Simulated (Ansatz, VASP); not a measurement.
**Two plane-wave programs on Fe**

```
Fe
1.0
     2.40616    0.00000    0.00000
    -1.20308    2.08380    0.00000
     0.00000    0.00000    3.80532
Fe
2
Cartesian
  0.0000 1.3892 0.9513
  1.2031 0.6946 2.8540
```

Alike in both runs: task single point; functional revPBE; k mesh 16 × 16 × 9; occupations fermi-dirac, width 0.1 eV; no spin polarisation.

|  | VASP | Ansatz |
| --- | --- | --- |
| version | VASP 6.6.1 | Ansatz 0.2.0 |
| potentials or method | VASP PAW PBE potentials, release 64 (Fe), cutoff 600 eV | plane waves (420 eV) with PAW, scalar-relativistic |
| valence electrons in the cell | 16 | 32 |

Ansatz gave:

* pressure (GPa): 27.7
* traceless stress, the component that is largest in VASP (GPa): 0.73

Which values does VASP return?

Pressure (GPa): 26.6; traceless stress, the component that is largest in VASP (GPa): 0.53.

VASP's potentials were made for PBE, not for revPBE. VASP's potentials hold 16 valence electrons a cell and Ansatz's 32, so a difference there can come from the potentials and not from the codes.
